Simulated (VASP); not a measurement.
Input of a VASP 6.6.1 run:

The input INCAR:

```
  ALGO = Normal
  EDIFF = 1E-6
  ENCUT = 520
  GGA = PE
  ISIF = 2
  ISMEAR = 0
  LASPH = T
  LCHARG = F
  LREAL = F
  LWAVE = F
  NBANDS = 15
  NELM = 60
  PREC = Accurate
  SIGMA = 0.1
```

File KPOINTS:

```
k-points
0
Gamma
  6 6 6
```

File POSCAR:

```
ZrC
1.0
    3.1820498165      0.0000000000      0.0000000000
    0.0000000000      3.1820498165      0.0000000000
    0.0000000000      0.0000000000      4.0300443533
Zr C
1 1
Direct
    0.5000000000      0.5000000000      0.0000000000
    0.0000000000      0.0000000000      0.0000000000
```

Potentials or basis: VASP PAW PBE potentials, release 64 (Zr_sv, C).

Command:

```sh
$ cat potpaw_PBE.64/Zr_sv/POTCAR potpaw_PBE.64/C/POTCAR > POTCAR
$ mpirun -np 1 vasp_std > vasp.out
```

Q: Predict the band gap on the k mesh.

A: Zero (band 8 reaches 6.36 eV, above the bottom of band 9 at 4.17 eV).

Q: Predict the pressure.

A: 0.3 GPa.

Stress tensor (GPa, compression positive):
```
0.41 0.00 0.00
0.00 0.41 0.00
0.00 0.00 0.17
```
